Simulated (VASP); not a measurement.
Input of a VASP 6.6.1 run:

INCAR

```
ALGO     = Normal         # electronic algorithm
EDIFF    = 1E-6           # SCF threshold, eV
ENCUT    = 520            # plane-wave cutoff, eV
GGA      = PE             # functional
ISIF     = 2              # what is computed and relaxed
ISMEAR   = 0              # smearing method
ISYM     = 0            
LASPH    = True           # aspherical terms in the spheres
LCHARG   = False          # write CHGCAR
LREAL    = False          # projectors in reciprocal space
LWAVE    = False          # write WAVECAR
NBANDS   = 26             # bands
NELM     = 100            # most SCF steps
PREC     = Accurate       # precision mode
SIGMA    = 0.05           # smearing width, eV
```

Contents of KPOINTS:

```
k-points
0
Gamma
  6 6 7
```

File POSCAR:

```
Pd3I
1.0
   -2.1469490000      2.1469490000      3.8759100000
    2.1469490000     -2.1469490000      3.8759100000
    2.1469490000      2.1469490000     -3.8759100000
I Pd
1 3
Direct
    0.0000000000      0.0000000000      0.0000000000
    0.4987099804      0.4987099804      0.0000000000
    0.2500000000      0.7500000000      0.5000000000
    0.7500000000      0.2500000000      0.5000000000
```

Potentials or basis: VASP PAW PBE potentials, release 64 (I, Pd).

Run with:

```sh
$ cat potpaw_PBE.64/I/POTCAR potpaw_PBE.64/Pd/POTCAR > POTCAR
$ mpirun -np 1 vasp_std > vasp.out
```

(1) What does it give for the largest force?

(2) What does it give for the band gap on the k mesh?

(3) Predict the pressure.

## Answers

(1) 0.043 eV/Å.

(2) zero (an odd number of electrons rules out a gap without spin polarisation).

(3) -0.5 GPa.

Caveat: spin-orbit coupling is left out, which moves the levels of the heavy elements; an odd number of electrons without spin polarisation forces a metal; a magnetic or distorted state may lie lower.
